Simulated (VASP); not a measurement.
# CuO (C2/c) in VASP: single point with PBE

Aim: the single point of CuO with PBE.

Everything below comes from runs of VASP 6.6.1. Logs are shortened: lines on timing, memory, paths and dates and some standing lists are left out, and cuts for length are marked.

**1. The cell of the first run**

The typed cell holds 4 atoms: a = 2.949 Å, b = 2.949 Å, c = 5.151 Å, α = 90.01°, β = 90.01°, γ = 89.85°.

**2. Single point, PBE**

INCAR reads:

```
PREC = Accurate ; ENCUT = 520
EDIFF = 1E-6 ; ISMEAR = 0
SIGMA = 0.15 ; LREAL = F
LASPH = T ; NELM = 60
ALGO = Normal ; ISIF = 2
LWAVE = F ; LCHARG = F
GGA = PE ; NBANDS = 25
```

KPOINTS reads:

```
regular mesh
0
Gamma
  16 16 10
```

POSCAR reads:

```
CuO
1.0
    2.0814198224     -2.0824189793      0.1629652982
    2.0814198224      2.0824189793      0.1629652982
   -0.4035322497      0.0000000000      5.1352739038
Cu O
2 2
Direct
    0.0000000000      0.5000000000      0.0000000000
    0.5000000000      0.0000000000      0.5000000000
    0.5000828497      0.4999171503      0.2500000000
    0.4999171503      0.5000828497      0.7500000000
```

Potentials or basis: VASP PAW PBE potentials, release 64 (Cu, O).

Run with:

```sh
$ cat potpaw_PBE.64/Cu/POTCAR potpaw_PBE.64/O/POTCAR > POTCAR
$ mpirun -np 1 vasp_std > vasp.out
```

OUTCAR:

```text
PREC = Accurate
   ENCUT = 520
   EDIFF = 1E-6
   ISMEAR = 0
   LREAL = F
   LASPH = T
   NELM = 60
   ISIF = 2
   GGA = PE

 ion  position               nearest neighbor table
   1  0.000  0.500  0.000-   3 1.96   4 1.96   4 1.96   3 1.96
   2  0.500  0.000  0.500-   4 1.96   3 1.96   4 1.96   3 1.96
   3  0.500  0.500  0.250-   2 1.96   1 1.96   2 1.96   1 1.96
   4  0.500  0.500  0.750-   1 1.96   2 1.96   2 1.96   1 1.96

  LATTYP: Found a base centered monoclinic cell.
 ALAT       =     4.1755795600
 B/A-ratio  =     0.9974275184
 C/A-ratio  =     1.2336262085
 COS(beta)  =    -0.0002834722

  Lattice vectors:

 A1 = (   2.0814198224,  -2.0824189793,   0.1629652982)
 A2 = (   2.0814198224,   2.0824189793,   0.1629652982)
 A3 = (  -0.4035322497,   0.0000000000,   5.1352739038)

Analysis of symmetry for initial positions (statically):
=====================================================================
 Subroutine PRICEL returns:
 Original cell was already a primitive cell.

 Routine SETGRP: Setting up the symmetry group for a
 base centered monoclinic supercell.

 Subroutine GETGRP returns: Found  4 space group operations
 (whereof  2 operations were pure point group operations)
 out of a pool of  4 trial point group operations.

The static configuration has the point symmetry S_2 .
 The point group associated with its full space group is C_2h.

Analysis of symmetry for dynamics (positions and initial velocities):
=====================================================================
 Subroutine PRICEL returns:
 Original cell was already a primitive cell.

 Routine SETGRP: Setting up the symmetry group for a
 base centered monoclinic supercell.

 Subroutine GETGRP returns: Found  4 space group operations
 (whereof  2 operations were pure point group operations)
 out of a pool of  4 trial point group operations.

The dynamic configuration has the point symmetry S_2 .
 The point group associated with its full space group is C_2h.

 Subroutine INISYM returns: Found  4 space group operations
 (whereof  2 operations are pure point group operations),
 and found     1 'primitive' translations

----------------------------------------------------------------------------------------

                                     Primitive cell

  volume of cell :      44.7904

  direct lattice vectors                    reciprocal lattice vectors
     2.081419822 -2.082418979  0.162965298     0.238751724 -0.240105380  0.018761223
     2.081419822  2.082418979  0.162965298     0.238751724  0.240105380  0.018761223
    -0.403532250  0.000000000  5.135273904    -0.015153328  0.000000000  0.193540824

  length of vectors
     2.948785338  2.948785338  5.151104381     0.339123816  0.339123816  0.194133135

  position of ions in fractional coordinates (direct lattice)
     0.000000000  0.500000000  0.000000000
     0.500000000  0.000000000  0.500000000
     0.500082850  0.499917150  0.250000000
     0.499917150  0.500082850  0.750000000

  ion indices of the primitive-cell ions
   primitive index   ion index
                 1           1
                 2           2
                 3           3
                 4           4

----------------------------------------------------------------------------------------

 KPOINTS: regular mesh

Automatic generation of k-mesh.
 Grid dimensions read from file:
 generate k-points for:   16   16   10

 Generating k-lattice:

  Cartesian coordinates                     Fractional coordinates (reciprocal lattice)
     0.014921983 -0.015006586  0.001172576     0.062500000  0.000000000  0.000000000
     0.014921983  0.015006586  0.001172576     0.000000000  0.062500000  0.000000000
    -0.001515333  0.000000000  0.019354082     0.000000000  0.000000000  0.100000000

  Length of vectors
     0.021195239  0.021195239  0.019413313

  Shift w.r.t. Gamma in fractional coordinates (k-lattice)
     0.000000000  0.000000000  0.000000000

 Subroutine IBZKPT returns following result:
 ===========================================

 Found    690 irreducible k-points:

 Following reciprocal coordinates:
            Coordinates               Weight
  0.000000  0.000000  0.000000      1.000000
  0.062500  0.000000 -0.000000      4.000000
  0.125000  0.000000 -0.000000      4.000000
  0.187500  0.000000  0.000000      4.000000
  0.250000  0.000000 -0.000000      4.000000
  0.312500  0.000000 -0.000000      4.000000
[... 16 lines left out ...]
 -0.125000  0.062500  0.000000      4.000000
 -0.062500  0.062500  0.000000      2.000000
 [... further k-points ...]
   k-points           NKPTS =    690   k-points in BZ     NKDIM =    690   number of bands    NBANDS=     25
   number of dos      NEDOS =    301   number of ions     NIONS =      4
   total plane-waves  NPLWV =  23040
   dimension x,y,z NGX =    24 NGY =   24 NGZ =   40
   dimension x,y,z NGXF=    48 NGYF=   48 NGZF=   80
   ions per type =               2   2
   NGX,Y,Z   is equivalent  to a cutoff of  13.53, 13.53, 12.91 a.u.
   NGXF,Y,Z  is equivalent  to a cutoff of  27.06, 27.06, 25.82 a.u.
 SYSTEM =  unknown system
   PREC   = accura    normal or accurate (medium, high low for compatibility)
   ISTART =      0    job   : 0-new  1-cont  2-samecut
   ICHARG =      2    charge: 1-file 2-atom 10-const
   ISPIN  =      1    spin polarized calculation?
   LNONCOLLINEAR =      F non collinear calculations
   LSORBIT =      F    spin-orbit coupling
   LASPH  =      T    aspherical Exc in radial PAW
   ENCUT  =  520.0 eV  38.22 Ry    6.18 a.u.   5.48  5.48  9.58*2*pi/ulx,y,z
   NELM   =     60;   NELMIN=  2; NELMDL= -5     # of ELM steps
   EDIFF  = 0.1E-05   stopping-criterion for ELM
   LREAL  =      F    real-space projection
   EDIFFG = 0.1E-04   stopping-criterion for IOM
   NSW    =      0    number of steps for IOM
   IBRION =     -1    ionic relax: 0-MD 1-quasi-New 2-CG
   NFREE  =      0    steps in history (QN), initial steepest desc. (CG)
   ISIF   =      2    stress and relaxation
   ISYM   =      2    0-nonsym 1-usesym 2-fastsym
   POTIM  = 0.5000    time-step for ionic-motion
   TEBEG  =    0.0;   TEEND  =   0.0 temperature during run
   PSTRESS=    0.0 pullay stress
   NELECT =      34.0000    total number of electrons
   NUPDOWN=      -1.0000    fix difference up-down
   EMIN   =  10.00;   EMAX   =-10.00  energy-range for DOS
   EFERMI =   0.00;   METHOD = LEGACY
   ISMEAR =     0;   SIGMA  =   0.15  broadening in eV -4-tet -1-fermi 0-gaus
   EFERMI_NEDOS =   21; number of points for ismear=-14 and -15
   IALGO  =     38    algorithm
   IMIX   =      4    mixing-type and parameters
     AMIX     =   0.40;   BMIX     =  1.00
     AMIX_MAG =   1.60;   BMIX_MAG =  1.00
  volume/ion in A,a.u.               =      11.20        75.57
  Fermi-wavevector in a.u.,A,eV,Ry     =   1.493388  2.822095 30.343829  2.230209
  Thomas-Fermi vector in A             =   2.605795
   LORBIT       =      0    0 simple, 1 ext, 2 COOP (PROOUT), +10 PAW based schemes
   GGA     = PE    functional components
   LHFCALC =     F    Hartree Fock is set to
   AEXX    =    0.0000 exact exchange contribution
   IVDW    =     0    specifies the selected vdW correction
   LEPSILON=     F    determine dielectric tensor
   LRPA    =     F    only Hartree local field effects (RPA)
 non-spin polarized calculation
 Gauss-broadening in eV      SIGMA  =   0.15
  energy-cutoff  :      520.00
  volume of cell :       44.79
 maximum number of plane-waves:      1236
 NGX is ok and might be reduce to    24
   NGX = 11   NGY = 11   NGZ = 19

 number of electron      34.0000018 magnetization

 Free energy of the ion-electron system (eV)
  ---------------------------------------------------
  ext. energy  EPLUGINS =         0.00000000
  ---------------------------------------------------
  free energy    TOTEN  =       -19.74410355 eV

  energy without entropy =      -19.71940237  energy(sigma->0) =      -19.73175296

 E-fermi :   4.7740     XC(G=0): -11.2569

 val. band max:        4.7692357905   @ k =   0.3750   0.1875   0.5000
 cond. band min:       4.7748619657   @ k =  -0.0625   0.3750   0.1000
 fundamental gap:      0.0056261752
 Fermi energy:         4.7740436373

 k-point     1 :       0.0000    0.0000    0.0000
  band No.  band energies     occupation
      1     -14.9475      2.00000
      2     -13.6538      2.00000
      3      -3.2354      2.00000
      4      -0.6011      2.00000
      5      -0.5958      2.00000
      6       1.0870      2.00000
[... 17 lines left out ...]
     24      19.1795      0.00000
     25      19.4825      0.00000

 k-point     2 :       0.0625    0.0000   -0.0000
  band No.  band energies     occupation
      1     -14.9276      2.00000
      2     -13.6477      2.00000
      3      -3.1997      2.00000
      4      -0.6173      2.00000
      5      -0.5880      2.00000
      6       0.8352      2.00000
[... 17 lines left out ...]
     24      19.2425      0.00000
     25      19.5079      0.00000

 k-point     3 :       0.1250    0.0000   -0.0000
  band No.  band energies     occupation
      1     -14.8699      2.00000
      2     -13.6304      2.00000
      3      -3.0965      2.00000
      4      -0.6647      2.00000
      5      -0.5587      2.00000
      6       0.3072      2.00000
[... 17 lines left out ...]
     24      19.4132      0.00000
     25      19.5496      0.00000

 k-point     4 :       0.1875    0.0000    0.0000
  band No.  band energies     occupation
      1     -14.7814      2.00000
      2     -13.6044      2.00000
      3      -2.9369      2.00000
      4      -0.7211      2.00000
      5      -0.5140      2.00000
      6      -0.3018      2.00000
[... 17 lines left out ...]
     24      19.5028      0.00000
     25      19.5964      0.00000
[... 477 lines left out ...]
 k-point    22 :      -0.1875    0.0625   -0.0000
  band No.  band energies     occupation
      1     -14.7617      2.00000
      2     -13.5988      2.00000
      3      -2.9008      2.00000
      4      -0.7122      2.00000
      5      -0.5285      2.00000
      6      -0.2994      2.00000
[... 17 lines left out ...]
     24      18.7828      0.00000
     25      19.5697      0.00000

 k-point    23 :      -0.1250    0.0625    0.0000
  band No.  band energies     occupation
      1     -14.8499      2.00000
      2     -13.6245      2.00000
      3      -3.0606      2.00000
      4      -0.6578      2.00000
      5      -0.5730      2.00000
      6       0.2959      2.00000
[... 17 lines left out ...]
     24      18.8592      0.00000
     25      19.5923      0.00000

 k-point    24 :      -0.0625    0.0625    0.0000
  band No.  band energies     occupation
      1     -14.9076      2.00000
      2     -13.6417      2.00000
      3      -3.1640      2.00000
      4      -0.6173      2.00000
      5      -0.5962      2.00000
      6       0.7472      2.00000
[... 17 lines left out ...]
     24      19.3715      0.00000
     25      19.4823      0.00000

 [... further k-points ...]

------------------------ aborting loop because EDIFF is reached ----------------------------------------

  FORCE on cell =-STRESS in cart. coord.  units (eV):
  Direction    XX          YY          ZZ          XY          YZ          ZX
  --------------------------------------------------------------------------------------
  -------------------------------------------------------------------------------------
  Total        0.1487050      0.1577315      0.2741325      0.0000000      0.0000000     -0.0093802
  in kB        5.3192570      5.6421397      9.8058662      0.0000000      0.0000000     -0.3355351
  external PRESSURE =       6.9224210 kB  Pullay stress =       0.0000000 kB

 VOLUME and BASIS-vectors are now :
 -----------------------------------------------------------------------------
  energy-cutoff  :      520.00
  volume of cell :       44.79
      direct lattice vectors                 reciprocal lattice vectors
     2.081419822 -2.082418979  0.162965298     0.238751724 -0.240105380  0.018761223
     2.081419822  2.082418979  0.162965298     0.238751724  0.240105380  0.018761223
    -0.403532250  0.000000000  5.135273904    -0.015153328  0.000000000  0.193540824

 POSITION                                       TOTAL-FORCE (eV/Angst)
 -----------------------------------------------------------------------------------
      1.04071      1.04121      0.08148         0.000000      0.000000     -0.000000
      0.83894     -1.04121      2.64912         0.000000      0.000000     -0.000000
      1.98054     -0.00035      1.44678        -0.000000      0.000191      0.000000
      1.77877      0.00035      4.01442        -0.000000     -0.000191     -0.000000
 -----------------------------------------------------------------------------------
    total drift:                                0.000000      0.000000     -0.000000

  FREE ENERGIE OF THE ION-ELECTRON SYSTEM (eV)
  ---------------------------------------------------
  free  energy   TOTEN  =       -19.7441035458 eV

  energy  without entropy=      -19.7194023723  energy(sigma->0) =      -19.73175296
```

Wall time 7.6 min (1 thread of AMD EPYC 9R45 (Zen 5), shared host); peak memory 0.65 GiB.

What came out:

```
Free energy            : -19.7441 eV
Pressure               : 0.7 GPa
Band gap on the k mesh : zero (bands 17 and 18 overlap by 1.18 eV)
```

Levels at points of the mesh, in eV from the Fermi level:
```csv
k point,band 13,band 14,band 15,band 16,band 17,band 18,band 19,band 20,band 21,band 22
"(0.00, 0.00, 0.00)",-2.39,-2.37,-2.28,-1.90,0.66,0.66,1.38,6.08,7.25,13.14
"(0.50, 0.00, 0.00)",-2.28,-1.88,-1.58,-1.50,0.20,0.46,3.74,5.82,6.41,10.87
"(0.50, 0.50, 0.00)",-2.35,-2.35,-1.62,-1.21,-1.21,1.10,2.16,7.20,9.75,9.79
"(0.00, 0.00, 0.50)",-2.26,-2.26,-1.55,-1.55,0.10,0.10,3.44,3.44,11.60,11.60
"(0.50, 0.00, 0.50)",-2.38,-2.34,-2.02,-1.83,-0.19,0.66,4.33,5.84,8.25,8.62
"(0.50, 0.50, 0.50)",-1.89,-1.89,-1.43,-1.43,-0.53,-0.53,4.01,4.01,10.36,10.36
```

Caveat: semilocal functionals often make such compounds metallic where correlation or magnetic order opens a gap, which also shifts bond lengths. With open d or f shells a metallic result of PBE can be an artefact of self-interaction; +U or a hybrid may open a gap.
